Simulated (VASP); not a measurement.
# WS (Fm-3m) in VASP: a series of runs

The runs below take WS through single point, with PBE+U.

Program: VASP 6.6.1. These are calculated values, not measurements. Logs are shortened: lines on timing, memory, paths and dates and some standing lists are left out, and cuts for length are marked.

## (1) The cell of the first run

Symmetry: Fm-3m, No. 225, cubic system. Conventional cell: a = 5.484 Å, b = 5.484 Å, c = 5.484 Å, α = 90.00°, β = 90.00°, γ = 90.00°. Within 3.6 Å of W (site symmetry m-3m) lie 6 S at 2.74 Å. Within 3.6 Å of S (site symmetry m-3m) lie 6 W at 2.74 Å.

## (2) Single point, PBE+U

INCAR

```
ALGO     = Normal         # electronic algorithm
EDIFF    = 1E-6           # SCF threshold, eV
ENCUT    = 520            # plane-wave cutoff, eV
GGA      = PE             # functional
ISIF     = 2              # what is computed and relaxed
ISMEAR   = 0              # smearing method
LASPH    = T              # aspherical terms in the spheres
LCHARG   = F              # write CHGCAR
LDAU     = T              # DFT+U
LDAUJ    = 0 0          
LDAUL    = 2 -1           # shell
LDAUPRINT= 1            
LDAUTYPE = 2            
LDAUU    = 6.2 0          # U, eV
LMAXMIX  = 4              # l up to which the mixer works
LREAL    = F              # projectors in reciprocal space
LWAVE    = F              # write WAVECAR
NBANDS   = 17             # bands
NELM     = 150            # most SCF steps
PREC     = Accurate       # precision mode
SIGMA    = 0.1            # smearing width, eV
```

KPOINTS

```
k-points
0
Gamma
  14 14 14
```

POSCAR

```
WS
1.0
    0.0000000000      2.7419823685      2.7419823685
    2.7419823685      0.0000000000      2.7419823685
    2.7419823685      2.7419823685      0.0000000000
W S
1 1
Direct
    0.0000000000      0.0000000000      0.0000000000
    0.5000000000      0.5000000000      0.5000000000
```

Potentials or basis: VASP PAW PBE potentials, release 64 (W_sv, S).

Command:

```
$ cat potpaw_PBE.64/W_sv/POTCAR potpaw_PBE.64/S/POTCAR > POTCAR
$ mpirun -np 1 vasp_std > vasp.out
```

OUTCAR:

```text
EDIFF = 1E-6
   ENCUT = 520
   GGA = PE
   ISIF = 2
   ISMEAR = 0
   LASPH = T
   LREAL = F
   NELM = 150
   PREC = Accurate

 ion  position               nearest neighbor table
   1  0.000  0.000  0.000-   2 2.74   2 2.74   2 2.74   2 2.74   2 2.74   2 2.74
   2  0.500  0.500  0.500-   1 2.74   1 2.74   1 2.74   1 2.74   1 2.74   1 2.74

  LATTYP: Found a face centered cubic cell.
 ALAT       =     5.4839647370

  Lattice vectors:

 A1 = (   0.0000000000,   2.7419823685,   2.7419823685)
 A2 = (   2.7419823685,   0.0000000000,   2.7419823685)
 A3 = (   2.7419823685,   2.7419823685,   0.0000000000)

Analysis of symmetry for initial positions (statically):
=====================================================================
 Subroutine PRICEL returns:
 Original cell was already a primitive cell.

 Routine SETGRP: Setting up the symmetry group for a
 face centered cubic supercell.

 Subroutine GETGRP returns: Found 48 space group operations
 (whereof 48 operations were pure point group operations)
 out of a pool of 48 trial point group operations.

The static configuration has the point symmetry O_h .

Analysis of symmetry for dynamics (positions and initial velocities):
=====================================================================
 Subroutine PRICEL returns:
 Original cell was already a primitive cell.

 Routine SETGRP: Setting up the symmetry group for a
 face centered cubic supercell.

 Subroutine GETGRP returns: Found 48 space group operations
 (whereof 48 operations were pure point group operations)
 out of a pool of 48 trial point group operations.

The dynamic configuration has the point symmetry O_h .

 Subroutine INISYM returns: Found 48 space group operations
 (whereof 48 operations are pure point group operations),
 and found     1 'primitive' translations

----------------------------------------------------------------------------------------

                                     Primitive cell

  volume of cell :      41.2310

  direct lattice vectors                    reciprocal lattice vectors
     0.000000000  2.741982368  2.741982368    -0.182349823  0.182349823  0.182349823
     2.741982368  0.000000000  2.741982368     0.182349823 -0.182349823  0.182349823
     2.741982368  2.741982368  0.000000000     0.182349823  0.182349823 -0.182349823

  length of vectors
     3.877748653  3.877748653  3.877748653     0.315839158  0.315839158  0.315839158

  position of ions in fractional coordinates (direct lattice)
     0.000000000  0.000000000  0.000000000
     0.500000000  0.500000000  0.500000000

  ion indices of the primitive-cell ions
   primitive index   ion index
                 1           1
                 2           2

----------------------------------------------------------------------------------------

 KPOINTS: k-points

Automatic generation of k-mesh.
 Grid dimensions read from file:
 generate k-points for:   14   14   14

 Generating k-lattice:

  Cartesian coordinates                     Fractional coordinates (reciprocal lattice)
    -0.013024987  0.013024987  0.013024987     0.071428571  0.000000000  0.000000000
     0.013024987 -0.013024987  0.013024987     0.000000000  0.071428571  0.000000000
     0.013024987  0.013024987 -0.013024987     0.000000000  0.000000000  0.071428571

  Length of vectors
     0.022559940  0.022559940  0.022559940

  Shift w.r.t. Gamma in fractional coordinates (k-lattice)
     0.000000000  0.000000000  0.000000000

 Subroutine IBZKPT returns following result:
 ===========================================

 Found    104 irreducible k-points:

 Following reciprocal coordinates:
            Coordinates               Weight
  0.000000  0.000000  0.000000      1.000000
  0.071429  0.000000  0.000000      8.000000
  0.142857  0.000000  0.000000      8.000000
  0.214286  0.000000  0.000000      8.000000
  0.285714  0.000000  0.000000      8.000000
  0.357143  0.000000  0.000000      8.000000
[... 16 lines left out ...]
  0.214286  0.142857  0.000000     24.000000
  0.285714  0.142857  0.000000     24.000000
 [... further k-points ...]
   k-points           NKPTS =    104   k-points in BZ     NKDIM =    104   number of bands    NBANDS=     17
   number of dos      NEDOS =    301   number of ions     NIONS =      2
   total plane-waves  NPLWV =  27000
   dimension x,y,z NGX =    30 NGY =   30 NGZ =   30
   dimension x,y,z NGXF=    60 NGYF=   60 NGZF=   60
   ions per type =               1   1
   NGX,Y,Z   is equivalent  to a cutoff of  12.86, 12.86, 12.86 a.u.
   NGXF,Y,Z  is equivalent  to a cutoff of  25.72, 25.72, 25.72 a.u.
 SYSTEM =  unknown system
   PREC   = accura    normal or accurate (medium, high low for compatibility)
   ISTART =      0    job   : 0-new  1-cont  2-samecut
   ICHARG =      2    charge: 1-file 2-atom 10-const
   ISPIN  =      1    spin polarized calculation?
   LNONCOLLINEAR =      F non collinear calculations
   LSORBIT =      F    spin-orbit coupling
   LASPH  =      T    aspherical Exc in radial PAW
   ENCUT  =  520.0 eV  38.22 Ry    6.18 a.u.   7.21  7.21  7.21*2*pi/ulx,y,z
   NELM   =    150;   NELMIN=  2; NELMDL= -5     # of ELM steps
   EDIFF  = 0.1E-05   stopping-criterion for ELM
   LREAL  =      F    real-space projection
   EDIFFG = 0.1E-04   stopping-criterion for IOM
   NSW    =      0    number of steps for IOM
   IBRION =     -1    ionic relax: 0-MD 1-quasi-New 2-CG
   NFREE  =      0    steps in history (QN), initial steepest desc. (CG)
   ISIF   =      2    stress and relaxation
   ISYM   =      2    0-nonsym 1-usesym 2-fastsym
   POTIM  = 0.5000    time-step for ionic-motion
   TEBEG  =    0.0;   TEEND  =   0.0 temperature during run
   PSTRESS=    0.0 pullay stress
   NELECT =      20.0000    total number of electrons
   NUPDOWN=      -1.0000    fix difference up-down
   EMIN   =  10.00;   EMAX   =-10.00  energy-range for DOS
   EFERMI =   0.00;   METHOD = LEGACY
   ISMEAR =     0;   SIGMA  =   0.10  broadening in eV -4-tet -1-fermi 0-gaus
   EFERMI_NEDOS =   21; number of points for ismear=-14 and -15
   IALGO  =     38    algorithm
   IMIX   =      4    mixing-type and parameters
     AMIX     =   0.40;   BMIX     =  1.00
     AMIX_MAG =   1.60;   BMIX_MAG =  1.00
  volume/ion in A,a.u.               =      20.62       139.12
  Fermi-wavevector in a.u.,A,eV,Ry     =   1.286304  2.430761 22.511888  1.654577
  Thomas-Fermi vector in A             =   2.418386
   LORBIT       =      0    0 simple, 1 ext, 2 COOP (PROOUT), +10 PAW based schemes
 LDA+U is selected, type is set to LDAUTYPE =  2
   angular momentum for each species LDAUL =     2   -1
   U (eV)           for each species LDAUU =   6.2  0.0
   J (eV)           for each species LDAUJ =   0.0  0.0
   GGA     = PE    functional components
   LHFCALC =     F    Hartree Fock is set to
   AEXX    =    0.0000 exact exchange contribution
   IVDW    =     0    specifies the selected vdW correction
   LEPSILON=     F    determine dielectric tensor
   LRPA    =     F    only Hartree local field effects (RPA)
 non-spin polarized calculation
 Gauss-broadening in eV      SIGMA  =   0.10
  energy-cutoff  :      520.00
  volume of cell :       41.23
 maximum number of plane-waves:      1129
 NGX is ok and might be reduce to    30
   NGX = 15   NGY = 15   NGZ = 15

atom =   1  type =  1  l = 2

 onsite density matrix

spin component  1

  0.4642  0.0000 -0.0000  0.0000 -0.0000
  0.0000  0.4642 -0.0000 -0.0000  0.0000
 -0.0000 -0.0000  0.1065  0.0000  0.0000
  0.0000 -0.0000  0.0000  0.4642 -0.0000
 -0.0000  0.0000  0.0000 -0.0000  0.1065

spin component  2

  0.4642  0.0000 -0.0000  0.0000 -0.0000
  0.0000  0.4642 -0.0000 -0.0000  0.0000
 -0.0000 -0.0000  0.1065  0.0000  0.0000
  0.0000 -0.0000  0.0000  0.4642 -0.0000
 -0.0000  0.0000  0.0000 -0.0000  0.1065

 occupancies and eigenvectors

  o =  0.1065  v =  0.0000 -0.0000 -0.0022 -0.0000 -1.0000  0.0000  0.0000  0.0000  0.0000  0.0000      0.0000  0.0000  0.0000  0.0000  0.0000  0.0000  0.0000  0.0000  0.0000  0.0000
  o =  0.1065  v =  0.0000  0.0000  0.0000  0.0000  0.0000  0.0000 -0.0000 -0.0022 -0.0000 -1.0000      0.0000  0.0000  0.0000  0.0000  0.0000  0.0000  0.0000  0.0000  0.0000  0.0000
  o =  0.1065  v =  0.0000  0.0000  0.0000  0.0000  0.0000  0.0000 -0.0000  1.0000 -0.0000 -0.0022      0.0000  0.0000  0.0000  0.0000  0.0000  0.0000  0.0000  0.0000  0.0000  0.0000
  o =  0.1065  v =  0.0000 -0.0000  1.0000 -0.0000 -0.0022  0.0000  0.0000  0.0000  0.0000  0.0000      0.0000  0.0000  0.0000  0.0000  0.0000  0.0000  0.0000  0.0000  0.0000  0.0000
  o =  0.4642  v =  0.0000  0.5804 -0.0000 -0.8144  0.0000  0.0000  0.0000  0.0000  0.0000  0.0000      0.0000  0.0000  0.0000  0.0000  0.0000  0.0000  0.0000  0.0000  0.0000  0.0000
  o =  0.4642  v =  0.0000  0.0000  0.0000  0.0000  0.0000  0.0000  0.5804 -0.0000 -0.8144  0.0000      0.0000  0.0000  0.0000  0.0000  0.0000  0.0000  0.0000  0.0000  0.0000  0.0000
  o =  0.4642  v =  0.0000  0.8144  0.0000  0.5804 -0.0000  0.0000  0.0000  0.0000  0.0000  0.0000      0.0000  0.0000  0.0000  0.0000  0.0000  0.0000  0.0000  0.0000  0.0000  0.0000
  o =  0.4642  v =  0.0000  0.0000  0.0000  0.0000  0.0000  0.0000  0.8144  0.0000  0.5804 -0.0000      0.0000  0.0000  0.0000  0.0000  0.0000  0.0000  0.0000  0.0000  0.0000  0.0000
  o =  0.4642  v =  1.0000  0.0000  0.0000  0.0000  0.0000  0.0000  0.0000  0.0000  0.0000  0.0000      0.0000  0.0000  0.0000  0.0000  0.0000  0.0000  0.0000  0.0000  0.0000  0.0000
  o =  0.4642  v =  0.0000  0.0000  0.0000  0.0000  0.0000  1.0000  0.0000  0.0000  0.0000  0.0000      0.0000  0.0000  0.0000  0.0000  0.0000  0.0000  0.0000  0.0000  0.0000  0.0000

 number of electron      20.0000000 magnetization

 Free energy of the ion-electron system (eV)
  ---------------------------------------------------
  ext. energy  EPLUGINS =         0.00000000
  ---------------------------------------------------
  free energy    TOTEN  =        -7.82152415 eV

  energy without entropy =       -7.79551711  energy(sigma->0) =       -7.80852063

 E-fermi :   7.5128     XC(G=0): -10.9610

 val. band max:        7.5091012589   @ k =   0.3571   0.2143   0.0000
 cond. band min:       7.5154430573   @ k =  -0.2143   0.2143   0.0714
 fundamental gap:      0.0063417984
 Fermi energy:         7.5127854434

 k-point     1 :       0.0000    0.0000    0.0000
  band No.  band energies     occupation
      1     -67.9773      2.00000
      2     -32.0802      2.00000
      3     -32.0802      2.00000
      4     -32.0802      2.00000
      5      -7.5556      2.00000
      6       4.4816      2.00000
[... 9 lines left out ...]
     16      18.3609      0.00000
     17      18.3610      0.00000
[... 443 lines left out ...]
      1     -67.9768      2.00000
      2     -32.1001      2.00000
      3     -32.0859      2.00000
      4     -32.0852      2.00000
      5      -6.9704      2.00000
      6       1.6449      2.00000
[... 9 lines left out ...]
     16      15.3825      0.00000
     17      15.7662      0.00000

 [... further k-points ...]
[... 5 lines left out ...]
  --------------------------------------------------------------------------------------
  -------------------------------------------------------------------------------------
  Total       -5.0289736     -5.0289736     -5.0289736     -0.0000000      0.0000000      0.0000000
  in kB     -195.4186328   -195.4186328   -195.4186328     -0.0000000      0.0000000      0.0000000
  external PRESSURE =    -195.4186328 kB  Pullay stress =       0.0000000 kB

 VOLUME and BASIS-vectors are now :
 -----------------------------------------------------------------------------
  energy-cutoff  :      520.00
  volume of cell :       41.23
      direct lattice vectors                 reciprocal lattice vectors
     0.000000000  2.741982368  2.741982368    -0.182349823  0.182349823  0.182349823
     2.741982368  0.000000000  2.741982368     0.182349823 -0.182349823  0.182349823
     2.741982368  2.741982368  0.000000000     0.182349823  0.182349823 -0.182349823

 POSITION                                       TOTAL-FORCE (eV/Angst)
 -----------------------------------------------------------------------------------
      0.00000      0.00000      0.00000        -0.000000      0.000000      0.000000
      2.74198      2.74198      2.74198         0.000000      0.000000     -0.000000
 -----------------------------------------------------------------------------------
    total drift:                               -0.000000      0.000000      0.000000

  FREE ENERGIE OF THE ION-ELECTRON SYSTEM (eV)
  ---------------------------------------------------
  free  energy   TOTEN  =        -7.8215241480 eV

  energy  without entropy=       -7.7955171054  energy(sigma->0) =       -7.80852063
```

It took 3.2 min on 1 thread of Intel Xeon 6975P-C (Granite Rapids), shared host; peak memory 0.22 GiB.

Results:

* Free energy: -7.8215 eV
* Pressure: -19.5 GPa
* Band gap on the k mesh: zero (band 10 reaches 7.89 eV, above the bottom of band 11 at 5.74 eV)

Levels at points of the mesh, in eV from the Fermi level:
```tsv
k point	band 7	band 8	band 9	band 10	band 11	band 12	band 13	band 14
(0.00, 0.00, 0.00)	-3.03	-3.03	-1.77	-1.77	-1.77	-0.24	0.09	0.09
(0.50, 0.00, 0.00)	-4.82	-4.82	-0.03	-0.03	0.08	1.97	4.74	4.74
(0.50, 0.50, 0.00)	-4.12	-4.12	-3.09	-0.16	0.39	0.39	0.98	2.68
```

Eigenvalues of the final occupation matrices:
```csv
site,spin,trace,eigenvalues
site 1 d,1,1.61,0.11 0.11 0.46 0.46 0.46
site 1 d,2,1.61,0.11 0.11 0.46 0.46 0.46
```

Caveat: spin-orbit coupling is left out, which moves the levels of the heavy elements; U without spin polarisation on a metal has little footing.

## (3) Single point, PBE+U

This run uses another cell than the first one, of 24.33 Å³/atom, 1.180 times its volume.

INCAR

```
SYSTEM = WS
PREC     = Accurate       ! precision mode
ENCUT    = 520            ! plane-wave cutoff, eV
EDIFF    = 1E-6           ! SCF threshold, eV
ISMEAR   = 0              ! smearing method
SIGMA    = 0.1            ! smearing width, eV
LREAL    = .False.        ! projectors in reciprocal space
LASPH    = .True.         ! aspherical terms in the spheres
NELM     = 150            ! most SCF steps
ALGO     = Normal         ! electronic algorithm
ISIF     = 2              ! what is computed and relaxed
LWAVE    = .False.        ! write WAVECAR
LCHARG   = .True.         ! write CHGCAR
LMAXMIX  = 4              ! l up to which the mixer works
LDAU     = .True.         ! DFT+U
LDAUTYPE = 2            
LDAUL    = 2 -1           ! shell
LDAUU    = 6.2 0          ! U, eV
LDAUJ    = 0 0          
LDAUPRINT= 1            
GGA      = PE             ! functional
LELF     = .True.         ! ELF
LVHAR    = .True.       
NBANDS   = 17             ! bands
```

KPOINTS

```
Automatic mesh
0
Gamma
  14 14 14
  0 0 0
```

POSCAR

```
WS
1.0
    0.0000000000      2.8975125585      2.8975125585
    2.8975125585      0.0000000000      2.8975125585
    2.8975125585      2.8975125585      0.0000000000
W S
1 1
Direct
    0.0000000000      0.0000000000      0.0000000000
    0.5000000000      0.5000000000      0.5000000000
```

Potentials or basis: VASP PAW PBE potentials, release 64 (W_sv, S).

Command:

```
$ cat potpaw_PBE.64/W_sv/POTCAR potpaw_PBE.64/S/POTCAR > POTCAR
$ mpirun -np 1 vasp_std > vasp.out
```

Run time: 8.6 min. Hardware: 1 thread of Intel Xeon 6975P-C (Granite Rapids), shared host; peak memory 0.23 GiB.

The run converged. Its results:

```
Free energy            : -6.2003 eV
Pressure               : -22.9 GPa
Band gap on the k mesh : zero (band 10 reaches 6.58 eV, above the bottom of band 11 at 4.61 eV)
```

Levels at points of the mesh, in eV from the Fermi level:
| k point | band 6 | band 7 | band 8 | band 9 | band 10 | band 11 | band 12 | band 13 | band 14 | band 15 |
| --- | --- | --- | --- | --- | --- | --- | --- | --- | --- | --- |
| (0.00, 0.00, 0.00) | -2.90 | -2.90 | -2.90 | -1.55 | -1.55 | -1.33 | -0.65 | -0.65 | -0.65 | 8.03 |
| (0.50, 0.00, 0.00) | -6.70 | -4.70 | -4.70 | 0.64 | 0.64 | 0.71 | 1.70 | 2.10 | 2.10 | 4.70 |
| (0.50, 0.50, 0.00) | -5.36 | -3.82 | -3.82 | -1.84 | -1.01 | -0.73 | -0.06 | 1.18 | 1.18 | 6.64 |

Eigenvalues of the final occupation matrices:
```csv
site,spin,trace,eigenvalues
site 1 d,1,1.49,0.19 0.19 0.19 0.46 0.46
site 1 d,2,1.49,0.19 0.19 0.19 0.46 0.46
```

Caveat: spin-orbit coupling is left out, which moves the levels of the heavy elements; U without spin polarisation on a metal has little footing.
